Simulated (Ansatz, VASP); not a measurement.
Ru: VASP beside Ansatz

File INCAR:

```
SYSTEM = Ru
PREC     = Accurate       ! precision mode
ENCUT    = 600            ! plane-wave cutoff, eV
EDIFF    = 1E-6           ! SCF threshold, eV
ISMEAR   = -1             ! smearing method
SIGMA    = 0.1            ! smearing width, eV
LREAL    = .False.        ! projectors in reciprocal space
LASPH    = .True.         ! aspherical terms in the spheres
NELM     = 100            ! most SCF steps
ALGO     = Normal         ! electronic algorithm
ISIF     = 3              ! what is computed and relaxed
LWAVE    = .False.        ! write WAVECAR
LCHARG   = .False.        ! write CHGCAR
GGA      = PS             ! functional
IBRION   = 2              ! ionic algorithm
NSW      = 80             ! ionic steps
EDIFFG   = -0.01          ! ionic threshold
```

KPOINTS

```
regular mesh
0
Gamma
  9 9 12
  0 0 0
```

The input POSCAR:

```
Ru
1.0
    4.2469224303      0.0000000000      0.0000000000
   -2.1234612151      3.6779427125      0.0000000000
    0.0000000000      0.0000000000      2.6033634498
Ru
3
Direct
    0.0000000000      0.0000000000      0.0000000000
    0.3333333333      0.6666666667      0.5000000000
    0.6666666667      0.3333333333      0.5000000000
```

Input for Ansatz:

```yaml
crystal:
  lattice:
    - [4.2469224303, 0.0, 0.0]
    - [-2.1234612151, 3.6779427125, 0.0]
    - [0.0, 0.0, 2.6033634498]
  atoms:
    - { symbol: Ru, position: [0.0, 0.0, 0.0] }
    - { symbol: Ru, position: [0.3333333333, 0.6666666667, 0.5] }
    - { symbol: Ru, position: [0.6666666667, 0.3333333333, 0.5] }
hamiltonian:
  xc: pbesol
  pseudopotentials:
    kind: paw
    azcp:
      Ru: "pseudopotentials/Ru.paw.azcp"
basis:
  ecutwfc: 420
  fft_grid_basis: typed
kpoints:
  mp_grid: { grid: [9, 9, 12], shift: [0, 0, 0] }
magnetization:
  spin_polarized: false
scf:
  occupations: { method: fermi_dirac, width: 0.1 }
relax:
  max_steps: 60
  f_tol: 0.01
  cell: {}
output:
  write_density: true
  write_potential: true
  elf: true
  volumetric_format: npy
```

Alike in both runs: task relaxation of cell and atoms; functional PBEsol; k mesh 9 × 9 × 12; occupations fermi-dirac, width 0.1 eV; no spin polarisation.

|  | VASP | Ansatz |
| --- | --- | --- |
| version | VASP 6.6.1 | Ansatz 0.2.0 |
| potentials or method | VASP PAW PBE potentials, release 64 (Ru_pv), cutoff 600 eV | plane waves (420 eV) with PAW, scalar-relativistic |
| valence electrons in the cell | 42 | 48 |

```tsv
	VASP	Ansatz	Ansatz less VASP
relaxed volume (Å³/atom)	13.65	13.65	-0.003
relaxed cell length with the largest relative difference (Å)	4.224	4.224	-0.0007
```

VASP's potentials were made for PBE, not for PBEsol, and Ansatz warns of the same on its side. VASP's potentials hold 42 valence electrons a cell and Ansatz's 48, so a difference there can come from the potentials and not from the codes.
